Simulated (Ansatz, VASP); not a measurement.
# One calculation of Au, two programs

File INCAR:

```
SYSTEM = Au
PREC = Accurate
ENCUT = 520
EDIFF = 1E-7
ISMEAR = 0
SIGMA = 0.15
LREAL = .FALSE.
LASPH = .TRUE.
NELM = 60
ALGO = Normal
ISIF = 2
LWAVE = .FALSE.
LCHARG = .FALSE.
GGA = PS
NBANDS = 12
```

File KPOINTS:

```
Automatic mesh
0
G
  20 20 20
  0 0 0
```

File POSCAR:

```
Au
1.0
   -1.6572690000      1.6572690000      1.6489826550
    1.6572690000     -1.6572690000      1.6489826550
    1.6572690000      1.6572690000     -1.6489826550
Au
1
Direct
    0.0000000000      0.0000000000      0.0000000000
```

Input for Ansatz:

```yaml
crystal:
  lattice:
    - [-1.657269, 1.657269, 1.648982655]
    - [1.657269, -1.657269, 1.648982655]
    - [1.657269, 1.657269, -1.648982655]
  atoms:
    - { symbol: Au, position: [0.0, 0.0, 0.0] }
basis:
  ecutwfc: 420
kpoints:
  mp_grid: { grid: [20, 20, 20] }
hamiltonian:
  xc: pbesol
scf:
  occupations: { method: gaussian, width: 0.15 }
output:
  forces: true
  stress: true
  eigenvalues: true
```

Change from the starting cell: strain -0.0050 x Voigt [0, 0, 1, 0, 0, 0], atoms carried along.

Alike in both runs: task single point; functional PBEsol; k mesh 20 × 20 × 20; occupations gaussian, width 0.15 eV; no spin polarisation.

|  | VASP | Ansatz |
| --- | --- | --- |
| version | VASP 6.6.1 | Ansatz 0.2.0 |
| potentials or method | VASP PAW PBE potentials, release 64 (Au), cutoff 520 eV | scalar-relativistic, plane waves, PAW |
| valence electrons in the cell | 11 | 19 |

|  | VASP | Ansatz | Ansatz less VASP |
| --- | --- | --- | --- |
| gap on the k mesh at the Fermi level (eV) | none | none | - |
| pressure (GPa) | -9.1 | -8.9 | +0.22 |

VASP's potentials were made for PBE, not for PBEsol. A gap of «none» marks a metal or a gap that the smearing closes. The functional is the same, so the differences come from potentials, cutoffs and numerics. VASP's potentials hold 11 valence electrons a cell and Ansatz's 19, so a difference there can come from the potentials and not from the codes.

Neither program's run includes spin-orbit coupling.
